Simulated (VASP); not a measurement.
The system is Cd2As.

```
CELL_PARAMETERS angstrom
0.00000 3.22482 3.22482
3.22482 0.00000 3.22482
3.22482 3.22482 0.00000
ATOMIC_POSITIONS crystal
Cd 0.25000 0.25000 0.25000
Cd 0.75000 0.75000 0.75000
As 0.00000 0.00000 0.00000
```

```yaml
Program: VASP 6.6.1
Task: relaxation of cell and atoms
Functional: PBE
Potentials_or_basis: VASP PAW PBE potentials, release 64 (Cd, As)
Cutoff: 600 eV
k_mesh: 6 × 6 × 6
Occupations: gaussian, width 0.1 eV
Spin: no spin polarisation
```

At the start: pressure 8.5 GPa; volume 22.36 Å³/atom.

Problem. Where does the relaxation end?

Solution. Over 3 steps the energy falls by 73.9 meV/atom and the volume is 25.52 Å³/atom (+14.1 %); space group Fm-3m (No. 225, to 0.1 Å) before and after.

The path:
| step | energy change (eV) | largest force (eV/Å) | pressure (GPa) | volume (Å³) |
| --- | --- | --- | --- | --- |
| 1 | 0.0000 | 0.0000 | 8.46 | 67.07 |
| 2 | -0.2103 | 0.0000 | -1.38 | 79.20 |
| 3 | -0.2216 | 0.0000 | 0.02 | 76.56 |

Final structure:
```xyz
3
Lattice="0.0000 3.3703 3.3703 3.3703 0.0000 3.3703 3.3703 3.3703 0.0000" Properties=species:S:1:pos:R:3 pbc="T T T"
Cd    1.6851    1.6851    1.6851
Cd    5.0554    5.0554    5.0554
As    0.0000    0.0000    0.0000
```
